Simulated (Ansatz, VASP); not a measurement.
## AlP in VASP and in Ansatz

The input INCAR:

```
ALGO = Normal
EDIFF = 1E-6
ENCUT = 500
GGA = CA
GGA_COMPAT = F
ISIF = 2
ISMEAR = 0
LASPH = T
LCHARG = F
LREAL = F
LWAVE = F
NBANDS = 11
NELM = 120
PREC = Accurate
SIGMA = 0.02
```

Contents of KPOINTS:

```
k-points
0
Gamma
  10 10 10
```

File POSCAR:

```
AlP
1.0
    0.0000000000      2.7168541462      2.7168541462
    2.7168541462      0.0000000000      2.7168541462
    2.7168541462      2.7168541462      0.0000000000
Al P
1 1
Direct
    0.0000000000      0.0000000000      0.0000000000
    0.2500000000      0.2500000000      0.2500000000
```

Input for Ansatz:

```yaml
crystal:
  lattice:
    - [0.0, 2.7168541462, 2.7168541462]
    - [2.7168541462, 0.0, 2.7168541462]
    - [2.7168541462, 2.7168541462, 0.0]
  atoms:
    - { symbol: Al, position: [0.0, 0.0, 0.0] }
    - { symbol: P, position: [0.25, 0.25, 0.25] }
basis:
  ecutwfc: 420
kpoints:
  mp_grid: { grid: [10, 10, 10] }
  band_path:
    path:
      - [[0.0, 0.0, 0.0], [-0.5, -0.5, 0.0], [-0.375, -0.375, 0.25]]
      - [[-0.375, 0.0, 0.375], [0.0, 0.0, 0.0], [0.0, 0.0, 0.5], [-0.5, -0.25, 0.25], [-0.5, -0.5, 0.0]]
    npoints: 10
hamiltonian:
  xc: lda
  pseudopotentials: { kind: paw, azcp: { folder: soft_1 } }
scf:
  occupations: { method: gaussian, width: 0.02 }
  n_extra_bands: 7
output:
  forces: true
  stress: true
  eigenvalues: true
```

Alike in both runs: task single point; functional LDA; k mesh 10 × 10 × 10; occupations gaussian, width 0.02 eV; no spin polarisation.

|  | VASP | Ansatz |
| --- | --- | --- |
| version | VASP 6.6.1 | Ansatz 0.2.0 |
| potentials or method | VASP PAW LDA potentials, release 64 (Al, P), cutoff 500 eV | scalar-relativistic, plane waves, PAW |
| valence electrons in the cell | 8 | 8 |

|  | VASP | Ansatz | Ansatz less VASP |
| --- | --- | --- | --- |
| gap on the k mesh at the Fermi level (eV) | 1.41 | 1.42 | +0.005 |
| least direct gap on the mesh (eV) | 3.24 | 3.23 | -0.016 |
| pressure (GPa) | 0.1 | 0.0 | -0.05 |

Ansatz warns that its potentials were made for another functional, while VASP's fit it. LDA's correlation is that of Perdew and Zunger in VASP and of Perdew and Wang (1992) in Ansatz.
